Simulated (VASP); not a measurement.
Here is a VASP 6.6.1 calculation.

The input INCAR:

```
SYSTEM = In4Ru
ALGO = Normal
EDIFF = 1E-6
EDIFFG = -0.08
ENCUT = 600
GGA = PE
IBRION = 2
ISIF = 3
ISMEAR = 0
LASPH = .TRUE.
LCHARG = .FALSE.
LREAL = .FALSE.
LWAVE = .FALSE.
NELM = 60
NSW = 36
PREC = Accurate
SIGMA = 0.2
```

Contents of KPOINTS:

```
k-points
0
G
  4 4 4
  0 0 0
```

Contents of POSCAR:

```
In4Ru
1.0
    0.0000000000      4.1302449200      4.1302449200
    4.1302449200      0.0000000000      4.1302449200
    4.1302449200      4.1302449200      0.0000000000
In Ru
4 1
Direct
    0.3641112800      0.3641112800      0.3641112800
    0.3641112800      0.3641112800      0.9076661600
    0.3641112800      0.9076661600      0.3641112800
    0.9076661600      0.3641112800      0.3641112800
    0.7500000000      0.7500000000      0.7500000000
```

Potentials or basis: VASP PAW PBE potentials, release 64 (In_d, Ru_pv).

Run with:

```bash
$ cat potpaw_PBE.64/In_d/POTCAR potpaw_PBE.64/Ru_pv/POTCAR > POTCAR
$ mpirun -np 1 vasp_std > vasp.out
```

Q: Estimate the relaxed volume.

A: 26.21 Å³/atom.

Q: Estimate the space group after relaxing (to 0.1 Å).

A: F-43m (No. 216).

Q: Predict the relaxed cell.

A: a = 5.702 Å, b = 5.702 Å, c = 5.702 Å, α = 60.00°, β = 60.00°, γ = 60.00°.

Q: What does it give for the band gap on the k mesh?

A: 0.31 eV (least direct gap 0.35 eV).

The path:
```
step  energy change (eV)  largest force (eV/Å)  pressure (GPa)  volume (Å³)
   1              0.0000                4.4823            0.64       140.92
   2             -1.1391                1.4123           -2.98       143.23
   3             -1.3142                0.1025           -3.40       142.56
   4             -1.4375                0.4134           -0.02       131.24
   5             -1.4385                0.3620           -0.36       132.11
   6             -1.4471                0.1252            0.14       130.71
   7             -1.4483                0.0011            0.00       131.06
```

Caveat: spin-orbit coupling is left out, which moves the levels of the heavy elements. A k mesh can miss the band edges.
